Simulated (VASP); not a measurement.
BeS: single point with LDA

The system is BeS.

```xyz
2
Lattice="0.0000 2.3173 2.3173 2.3173 0.0000 2.3173 2.3173 2.3173 0.0000" Properties=species:S:1:pos:R:3 pbc="T T T"
Be    0.0000    0.0000    0.0000
S     2.3173    2.3173    2.3173
```

```
Program                : VASP 6.6.1
Task                   : single point
Functional             : LDA
Potentials or basis    : VASP PAW LDA potentials, release 64 (Be, S)
Cutoff                 : 520 eV
k mesh                 : 6 × 6 × 6
Occupations            : gaussian, width 0.01 eV
Spin                   : no spin polarisation
Dipole correction      : no
Further INCAR settings : ALGO = Normal; EDIFF = 1e-06; NBANDS = 11
```

```yaml
Pressure: -5.3 GPa
Band_gap_on_the_k_mesh: 0.96 eV, indirect (least direct gap 4.16 eV)
```

Levels at points of the mesh, in eV from the valence-band top:
```tsv
k point	band 2	band 3	band 4	band 5	band 6	band 7
(0.00, 0.00, 0.00)	-0.31	-0.31	-0.31	5.21	8.79	8.79
(0.50, 0.00, 0.00)	-7.22	-0.50	-0.50	3.82	3.82	4.00
(0.50, 0.50, 0.00)	-6.82	-3.19	-3.19	0.96	4.23	11.56
```

Wall time 3.6 s on 1 thread of AMD EPYC 7R43 64-Core Processor (Zen 3) (shared host), peak memory 0.08 GiB.

A k mesh can miss the band edges. Expect the measured gap to be larger: semilocal functionals such as LDA lack the derivative discontinuity.
